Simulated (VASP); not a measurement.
A run of VASP 6.6.1 is set up as follows.

The input INCAR:

```
PREC     = Accurate       # precision mode
ENCUT    = 750            # plane-wave cutoff, eV
EDIFF    = 1E-6           # SCF threshold, eV
ISMEAR   = -1             # smearing method
SIGMA    = 0.05           # smearing width, eV
LREAL    = F              # projectors in reciprocal space
LASPH    = T              # aspherical terms in the spheres
NELM     = 120            # most SCF steps
ALGO     = Normal         # electronic algorithm
ISIF     = 2              # what is computed and relaxed
LWAVE    = F              # write WAVECAR
LCHARG   = F              # write CHGCAR
GGA      = PS             # functional
NBANDS   = 8              # bands
GGA_COMPAT= F
```

Contents of KPOINTS:

```
regular mesh
0
Gamma
  9 9 9
```

File POSCAR:

```
Li
1.0
    0.0000000000      2.1588843577      2.1588843577
    2.1588843577      0.0000000000      2.1588843577
    2.1588843577      2.1588843577      0.0000000000
Li
1
Direct
    0.0000000000      0.0000000000      0.0000000000
```

Potentials or basis: VASP PAW PBE potentials, release 64 (Li_sv).

Command:

```bash
$ cat potpaw_PBE.64/Li_sv/POTCAR > POTCAR
$ mpirun -np 1 vasp_std > vasp.out
```

(1) What does it give for the pressure?

(2) Estimate the band gap on the k mesh.

Answers

(1) -0.1 GPa.

(2) zero (an odd number of electrons rules out a gap without spin polarisation).

Caveat: the PAW data sets were made with another functional, which shifts forces and pressure a little.
